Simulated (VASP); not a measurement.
Runs of VASP 6.6.1 on C. The structure is that of space group Im-3m (No. 229), or close to it. The cells are those of the table. 

```csv
task,cell,smearing,k mesh for the DOS,occupations for the DOS,gap on the mesh (eV),pressure (GPa)
single point,"a = 2.021 Å, angles 109.5°, 1 atom",fermi-dirac 0.1 eV,-,-,none,10.5
single point,"a = 1.948 Å, angles 109.5°, 1 atom",fermi-dirac 0.1 eV,-,-,none,42.2
single point,"a = 1.948 Å, angles 109.5°, 1 atom",tetrahedron,-,-,none,(a)
single point,"a = 1.781 Å, angles 109.5°, 1 atom",fermi-dirac 0.1 eV,-,-,none,(b)
single point,"a = 2.056 Å, angles 109.5°, 1 atom",fermi-dirac 0.1 eV,-,-,none,0.1
```

Alike in all rows: level PBE; potentials or basis VASP PAW PBE potentials, release 64 (C); no spin polarisation; k mesh 25 × 25 × 25; cutoff (eV) 520.

Task: Estimate the missing entries.

Result: (a) 44.1; (b) 190.4.

A gap of «none» marks levels without a gap at the run's occupations.
